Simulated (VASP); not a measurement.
Input of a VASP 6.6.1 run:

INCAR

```
PREC = Accurate ; ENCUT = 520
EDIFF = 1E-6 ; ISMEAR = -1
SIGMA = 0.15 ; LREAL = Auto
LASPH = True ; NELM = 100
ALGO = Normal ; ISIF = 2
LWAVE = False ; LCHARG = False
GGA = PS ; NBANDS = 30
```

The input KPOINTS:

```
regular mesh
0
Gamma
  4 4 3
```

The input POSCAR:

```
Be16H
1.0
   -2.2900000000     -3.9663960000      0.0000000000
    3.4350000000     -1.9831980000      0.0000000000
    0.0000000000      0.0000000000      7.1768600000
Be H
16 1
Direct
    0.7501918857      0.4996040696      0.0019828381
    0.4997136274      0.3328255562      0.2463165380
    0.7720131876      0.5136912663      0.5009116926
    0.4997629935      0.3320718275      0.7549863729
    0.4997459890     -0.0029784155      0.0025656626
    0.2493986736      0.8334754964      0.2526154275
    0.4997664369     -0.0346147517      0.5017453666
    0.2480764466      0.8330161383      0.7537651299
    0.2493284245      0.4995577836      0.0019796027
   -0.0002741905      0.3337784981      0.2510423311
    0.2275903499      0.5137355449      0.5009131624
   -0.0002239202      0.3338647762      0.7543412811
   -0.0002451518      0.0005768056      0.0031590038
    0.7500105910      0.8334917910      0.2526159029
   -0.0002286621      0.0117483053      0.5032194142
    0.7514437169      0.8329989074      0.7537641739
    0.4998076022      0.3303959010      0.5274985999
```

Potentials or basis: VASP PAW PBE potentials, release 64 (Be, H).

Run with:

```bash
$ cat potpaw_PBE.64/Be/POTCAR potpaw_PBE.64/H/POTCAR > POTCAR
$ mpirun -np 1 vasp_std > vasp.out
```

Problem. Estimate the largest force.

Solution. 0.015 eV/Å.

Problem. Estimate the pressure.

Solution. 0.0 GPa.

Problem. Predict the band gap on the k mesh.

Solution. Zero (an odd number of electrons rules out a gap without spin polarisation).

Stress tensor (GPa, compression positive):
```
-0.33  0.05  0.00
 0.05 -0.28  0.00
 0.00  0.00  0.74
```

Caveat: the k points lie up to 0.40 Å⁻¹ apart, too coarse for converged energies and pressures of a metal; the PAW data sets were made with another functional, which shifts forces and pressure a little.
